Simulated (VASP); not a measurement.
# BP (F-43m) in VASP: further runs, part 2 of 2

VASP 6.6.1. The steps go on from the part before.

**3. Single point, PBE**

This run uses another cell than the first one, of 12.27 Å³/atom, 1.024 times its volume.

Contents of INCAR:

```
SYSTEM = BP
ALGO = Normal
EDIFF = 1E-6
ENCUT = 500
GGA = PE
GGA_COMPAT = .FALSE.
ISIF = 2
ISMEAR = 0
LASPH = .TRUE.
LCHARG = .FALSE.
LREAL = .FALSE.
LWAVE = .FALSE.
NBANDS = 11
NELM = 120
PREC = Accurate
SIGMA = 0.01
```

Contents of KPOINTS:

```
k-points
0
G
  8 8 8
  0 0 0
```

Contents of POSCAR:

```
BP
1.0
    0.0000000000      2.3062033336      2.3062033336
    2.3062033336      0.0000000000      2.3062033336
    2.3062033336      2.3062033336      0.0000000000
B P
1 1
Direct
    0.0000000000      0.0000000000      0.0000000000
    0.2500000000      0.2500000000      0.2500000000
```

Potentials or basis: VASP PAW PBE potentials, release 64 (B, P).

Run with:

```sh
cat potpaw_PBE.64/B/POTCAR potpaw_PBE.64/P/POTCAR > POTCAR
mpirun -np 1 vasp_std > vasp.out
```

OUTCAR:

```text
SYSTEM = BP
   EDIFF = 1E-6
   ENCUT = 500
   GGA = PE
   ISIF = 2
   ISMEAR = 0
   LASPH = .TRUE.
   LREAL = .FALSE.
   NELM = 120
   PREC = Accurate

 ion  position               nearest neighbor table
   1  0.000  0.000  0.000-   2 2.00   2 2.00   2 2.00   2 2.00
   2  0.250  0.250  0.250-   1 2.00   1 2.00   1 2.00   1 2.00

  LATTYP: Found a face centered cubic cell.
 ALAT       =     4.6124066672

  Lattice vectors:

 A1 = (   0.0000000000,   2.3062033336,   2.3062033336)
 A2 = (   2.3062033336,   0.0000000000,   2.3062033336)
 A3 = (   2.3062033336,   2.3062033336,   0.0000000000)

Analysis of symmetry for initial positions (statically):
=====================================================================
 Subroutine PRICEL returns:
 Original cell was already a primitive cell.

 Routine SETGRP: Setting up the symmetry group for a
 face centered cubic supercell.

 Subroutine GETGRP returns: Found 24 space group operations
 (whereof 24 operations were pure point group operations)
 out of a pool of 48 trial point group operations.

The static configuration has the point symmetry T_d .

Analysis of symmetry for dynamics (positions and initial velocities):
=====================================================================
 Subroutine PRICEL returns:
 Original cell was already a primitive cell.

 Routine SETGRP: Setting up the symmetry group for a
 face centered cubic supercell.

 Subroutine GETGRP returns: Found 24 space group operations
 (whereof 24 operations were pure point group operations)
 out of a pool of 48 trial point group operations.

The dynamic configuration has the point symmetry T_d .

 Subroutine INISYM returns: Found 24 space group operations
 (whereof 24 operations are pure point group operations),
 and found     1 'primitive' translations

----------------------------------------------------------------------------------------

                                     Primitive cell

  volume of cell :      24.5314

  direct lattice vectors                    reciprocal lattice vectors
     0.000000000  2.306203334  2.306203334    -0.216806555  0.216806555  0.216806555
     2.306203334  0.000000000  2.306203334     0.216806555 -0.216806555  0.216806555
     2.306203334  2.306203334  0.000000000     0.216806555  0.216806555 -0.216806555

  length of vectors
     3.261464032  3.261464032  3.261464032     0.375519969  0.375519969  0.375519969

  position of ions in fractional coordinates (direct lattice)
     0.000000000  0.000000000  0.000000000
     0.250000000  0.250000000  0.250000000

  ion indices of the primitive-cell ions
   primitive index   ion index
                 1           1
                 2           2

----------------------------------------------------------------------------------------

 KPOINTS: k-points

Automatic generation of k-mesh.
 Grid dimensions read from file:
 generate k-points for:    8    8    8

 Generating k-lattice:

  Cartesian coordinates                     Fractional coordinates (reciprocal lattice)
    -0.027100819  0.027100819  0.027100819     0.125000000  0.000000000  0.000000000
     0.027100819 -0.027100819  0.027100819     0.000000000  0.125000000  0.000000000
     0.027100819  0.027100819 -0.027100819     0.000000000  0.000000000  0.125000000

  Length of vectors
     0.046939996  0.046939996  0.046939996

  Shift w.r.t. Gamma in fractional coordinates (k-lattice)
     0.000000000  0.000000000  0.000000000

 Subroutine IBZKPT returns following result:
 ===========================================

 Found     29 irreducible k-points:

 Following reciprocal coordinates:
            Coordinates               Weight
  0.000000  0.000000  0.000000      1.000000
  0.125000  0.000000  0.000000      8.000000
  0.250000  0.000000  0.000000      8.000000
  0.375000  0.000000  0.000000      8.000000
  0.500000  0.000000  0.000000      4.000000
  0.125000  0.125000  0.000000      6.000000
[... 16 lines left out ...]
  0.500000  0.250000  0.125000     48.000000
 -0.375000  0.250000  0.125000     24.000000
 [... further k-points ...]
   k-points           NKPTS =     29   k-points in BZ     NKDIM =     29   number of bands    NBANDS=     11
   number of dos      NEDOS =    301   number of ions     NIONS =      2
   total plane-waves  NPLWV =  13824
   dimension x,y,z NGX =    24 NGY =   24 NGZ =   24
   dimension x,y,z NGXF=    48 NGYF=   48 NGZF=   48
   ions per type =               1   1
   NGX,Y,Z   is equivalent  to a cutoff of  12.23, 12.23, 12.23 a.u.
   NGXF,Y,Z  is equivalent  to a cutoff of  24.47, 24.47, 24.47 a.u.
 SYSTEM =  BP
   PREC   = accura    normal or accurate (medium, high low for compatibility)
   ISTART =      0    job   : 0-new  1-cont  2-samecut
   ICHARG =      2    charge: 1-file 2-atom 10-const
   ISPIN  =      1    spin polarized calculation?
   LNONCOLLINEAR =      F non collinear calculations
   LSORBIT =      F    spin-orbit coupling
   LASPH  =      T    aspherical Exc in radial PAW
   ENCUT  =  500.0 eV  36.75 Ry    6.06 a.u.   5.95  5.95  5.95*2*pi/ulx,y,z
   NELM   =    120;   NELMIN=  2; NELMDL= -5     # of ELM steps
   EDIFF  = 0.1E-05   stopping-criterion for ELM
   LREAL  =      F    real-space projection
   EDIFFG = 0.1E-04   stopping-criterion for IOM
   NSW    =      0    number of steps for IOM
   IBRION =     -1    ionic relax: 0-MD 1-quasi-New 2-CG
   NFREE  =      0    steps in history (QN), initial steepest desc. (CG)
   ISIF   =      2    stress and relaxation
   ISYM   =      2    0-nonsym 1-usesym 2-fastsym
   POTIM  = 0.5000    time-step for ionic-motion
   TEBEG  =    0.0;   TEEND  =   0.0 temperature during run
   PSTRESS=    0.0 pullay stress
   NELECT =       8.0000    total number of electrons
   NUPDOWN=      -1.0000    fix difference up-down
   EMIN   =  10.00;   EMAX   =-10.00  energy-range for DOS
   EFERMI =   0.00;   METHOD = LEGACY
   ISMEAR =     0;   SIGMA  =   0.01  broadening in eV -4-tet -1-fermi 0-gaus
   EFERMI_NEDOS =   21; number of points for ismear=-14 and -15
   IALGO  =     38    algorithm
   IMIX   =      4    mixing-type and parameters
     AMIX     =   0.40;   BMIX     =  1.00
     AMIX_MAG =   1.60;   BMIX_MAG =  1.00
  volume/ion in A,a.u.               =      12.27        82.77
  Fermi-wavevector in a.u.,A,eV,Ry     =   1.126844  2.129427 17.276379  1.269778
  Thomas-Fermi vector in A             =   2.263528
   LORBIT       =      0    0 simple, 1 ext, 2 COOP (PROOUT), +10 PAW based schemes
   GGA     = PE    functional components
   LHFCALC =     F    Hartree Fock is set to
   AEXX    =    0.0000 exact exchange contribution
   IVDW    =     0    specifies the selected vdW correction
   LEPSILON=     F    determine dielectric tensor
   LRPA    =     F    only Hartree local field effects (RPA)
 non-spin polarized calculation
 Gauss-broadening in eV      SIGMA  =   0.01
  energy-cutoff  :      500.00
  volume of cell :       24.53
 maximum number of plane-waves:       636
   NGX = 11   NGY = 11   NGZ = 11

 number of electron       7.9999999 magnetization

 Free energy of the ion-electron system (eV)
  ---------------------------------------------------
  ext. energy  EPLUGINS =         0.00000000
  ---------------------------------------------------
  free energy    TOTEN  =       -12.90757642 eV

  energy without entropy =      -12.90757642  energy(sigma->0) =      -12.90757642

 E-fermi :   6.9084     XC(G=0): -10.6978

 val. band max:        6.8658386771   @ k =   0.0000   0.0000   0.0000
 cond. band min:       8.1940595244   @ k =   0.3750   0.3750   0.0000
 fundamental gap:      1.3282208473
 Fermi energy:         6.9084058490

 k-point     1 :       0.0000    0.0000    0.0000
  band No.  band energies     occupation
      1      -8.1658      2.00000
      2       6.8658      2.00000
      3       6.8658      2.00000
      4       6.8658      2.00000
      5      10.1991      0.00000
      6      10.1991      0.00000
      7      10.1991      0.00000
      8      13.5092      0.00000
      9      18.0600      0.00000
     10      18.8585      0.00000
     11      18.8585      0.00000
[... 309 lines left out ...]
 k-point    24 :      -0.3750    0.2500    0.1250
  band No.  band energies     occupation
      1      -4.3979      2.00000
      2      -1.2837      2.00000
      3       2.4931      2.00000
      4       3.8932      2.00000
      5      11.0473      0.00000
      6      11.8988      0.00000
      7      14.8647      0.00000
      8      16.3495      0.00000
      9      17.1167      0.00000
     10      20.9602      0.00000
     11      23.3437      0.00000

 [... further k-points ...]
[... 5 lines left out ...]
  --------------------------------------------------------------------------------------
  -------------------------------------------------------------------------------------
  Total       -0.9856804     -0.9856804     -0.9856804     -0.0000000     -0.0000000     -0.0000000
  in kB      -64.3759911    -64.3759911    -64.3759911     -0.0000000     -0.0000000     -0.0000000
  external PRESSURE =     -64.3759911 kB  Pullay stress =       0.0000000 kB

 VOLUME and BASIS-vectors are now :
 -----------------------------------------------------------------------------
  energy-cutoff  :      500.00
  volume of cell :       24.53
      direct lattice vectors                 reciprocal lattice vectors
     0.000000000  2.306203334  2.306203334    -0.216806555  0.216806555  0.216806555
     2.306203334  0.000000000  2.306203334     0.216806555 -0.216806555  0.216806555
     2.306203334  2.306203334  0.000000000     0.216806555  0.216806555 -0.216806555

 POSITION                                       TOTAL-FORCE (eV/Angst)
 -----------------------------------------------------------------------------------
      0.00000      0.00000      0.00000        -0.000000     -0.000000     -0.000000
      1.15310      1.15310      1.15310         0.000000      0.000000      0.000000
 -----------------------------------------------------------------------------------
    total drift:                                0.000000      0.000000      0.000000

  FREE ENERGIE OF THE ION-ELECTRON SYSTEM (eV)
  ---------------------------------------------------
  free  energy   TOTEN  =       -12.9075764230 eV

  energy  without entropy=      -12.9075764230  energy(sigma->0) =      -12.90757642
```

Wall time 5.5 s (1 thread of Intel Xeon Platinum 8375C at 2.90GHz (Ice Lake), shared host); peak memory 0.13 GiB.

What came out:

```yaml
Free_energy: -12.9076 eV
Pressure: -6.4 GPa
Band_gap_on_the_k_mesh: 1.33 eV, indirect (least direct gap 3.33 eV)
```

Levels at points of the mesh, in eV from the valence-band top:
| k point | band 1 | band 2 | band 3 | band 4 | band 5 | band 6 | band 7 | band 8 | band 9 |
| --- | --- | --- | --- | --- | --- | --- | --- | --- | --- |
| (0.00, 0.00, 0.00) | -15.03 | 0.00 | 0.00 | 0.00 | 3.33 | 3.33 | 3.33 | 6.64 | 11.19 |
| (0.50, 0.00, 0.00) | -11.89 | -8.69 | -1.70 | -1.70 | 3.50 | 4.68 | 4.68 | 9.96 | 14.32 |
| (0.50, 0.50, 0.00) | -10.43 | -8.33 | -3.94 | -3.94 | 1.43 | 1.71 | 11.67 | 11.67 | 14.66 |

A k mesh can miss the band edges. A hybrid or GW would open this gap; PBE tends to underestimate it.

**4. Single point, PBE**

This run uses another cell than the first one, of 12.56 Å³/atom, 1.049 times its volume.

Contents of INCAR:

```
PREC = Accurate
ENCUT = 500
EDIFF = 1E-6
ISMEAR = 0
SIGMA = 0.01
LREAL = F
LASPH = T
NELM = 120
ALGO = Normal
ISIF = 2
LWAVE = F
LCHARG = T
GGA = PE
LELF = T
LVHAR = T
NBANDS = 11
GGA_COMPAT = F
```

Contents of KPOINTS:

```
Automatic mesh
0
Gamma
  8 8 8
```

Contents of POSCAR:

```
BP
1.0
    0.0000000000      2.3243631627      2.3243631627
    2.3243631627      0.0000000000      2.3243631627
    2.3243631627      2.3243631627      0.0000000000
B P
1 1
Direct
    0.0000000000      0.0000000000      0.0000000000
    0.2500000000      0.2500000000      0.2500000000
```

Run with:

```sh
cat potpaw_PBE.64/B/POTCAR potpaw_PBE.64/P/POTCAR > POTCAR
mpirun -np 1 vasp_std > vasp.out
```

It took 5.2 s on 1 thread of Intel Xeon Platinum 8375C at 2.90GHz (Ice Lake), shared host; peak memory 0.13 GiB.

It converged, with:

```
Free energy            : -12.8786 eV
Pressure               : -9.5 GPa
Band gap on the k mesh : 1.36 eV, indirect (least direct gap 3.30 eV)
```

Levels at points of the mesh, in eV from the valence-band top:
```
           k point  band 1  band 2  band 3  band 4  band 5  band 6  band 7  band 8
(0.00, 0.00, 0.00)  -14.83    0.00    0.00    0.00    3.30    3.30    3.30    6.30
(0.50, 0.00, 0.00)  -11.77   -8.53   -1.67   -1.67    3.36    4.67    4.67    9.87
(0.50, 0.50, 0.00)  -10.35   -8.22   -3.85   -3.85    1.47    1.73   11.46   11.46
```

**5. Single point, PBE**

This run uses another cell than the first one, of 12.85 Å³/atom, 1.073 times its volume.

Contents of INCAR:

```
SYSTEM = BP
PREC = Accurate ; ENCUT = 500
EDIFF = 1E-6 ; ISMEAR = 0
SIGMA = 0.01 ; LREAL = .False.
LASPH = .True. ; NELM = 120
ALGO = Normal ; ISIF = 2
LWAVE = .False. ; LCHARG = .False.
GGA = PE ; NBANDS = 11
GGA_COMPAT = .False.
```

Contents of KPOINTS:

```
regular mesh
0
Gamma
  8 8 8
  0 0 0
```

Contents of POSCAR:

```
BP
1.0
    0.0000000000      2.3422435820      2.3422435820
    2.3422435820      0.0000000000      2.3422435820
    2.3422435820      2.3422435820      0.0000000000
B P
1 1
Direct
    0.0000000000      0.0000000000      0.0000000000
    0.2500000000      0.2500000000      0.2500000000
```

Run with:

```sh
cat potpaw_PBE.64/B/POTCAR potpaw_PBE.64/P/POTCAR > POTCAR
mpirun -np 1 vasp_std > vasp.out
```

Run time: 4.5 s. Hardware: 1 thread of Intel Xeon Platinum 8375C at 2.90GHz (Ice Lake), shared host; peak memory 0.13 GiB.

It converged, with:

```yaml
Free_energy: -12.8391 eV
Pressure: -12.2 GPa
Band_gap_on_the_k_mesh: 1.38 eV, indirect (least direct gap 3.28 eV)
```

Levels at points of the mesh, in eV from the valence-band top:
| k point | band 1 | band 2 | band 3 | band 4 | band 5 | band 6 | band 7 | band 8 |
| --- | --- | --- | --- | --- | --- | --- | --- | --- |
| (0.00, 0.00, 0.00) | -14.63 | 0.00 | 0.00 | 0.00 | 3.28 | 3.28 | 3.28 | 5.97 |
| (0.50, 0.00, 0.00) | -11.66 | -8.37 | -1.64 | -1.64 | 3.23 | 4.65 | 4.65 | 9.79 |
| (0.50, 0.50, 0.00) | -10.27 | -8.10 | -3.77 | -3.77 | 1.51 | 1.75 | 11.25 | 11.25 |

A k mesh can miss the band edges. As with any semilocal functional, this PBE gap is likely too small.

**6. The runs side by side**

```csv
cell,gap on the mesh (eV),pressure (GPa)
"a = 3.235 Å, angles 60.0°, 2 atoms",1.30,-3.0
"a = 3.261 Å, angles 60.0°, 2 atoms",1.33,-6.4
"a = 3.287 Å, angles 60.0°, 2 atoms",1.36,-9.5
"a = 3.312 Å, angles 60.0°, 2 atoms",1.38,-12.2
```

Alike in all rows: task single point; level PBE; potentials or basis VASP PAW PBE potentials, release 64 (B, P); no spin polarisation; k mesh 8 × 8 × 8; cutoff (eV) 500; smearing gaussian 0.01 eV.

Total energies depend on the potentials used, so only differences within one code and one set of settings carry meaning.
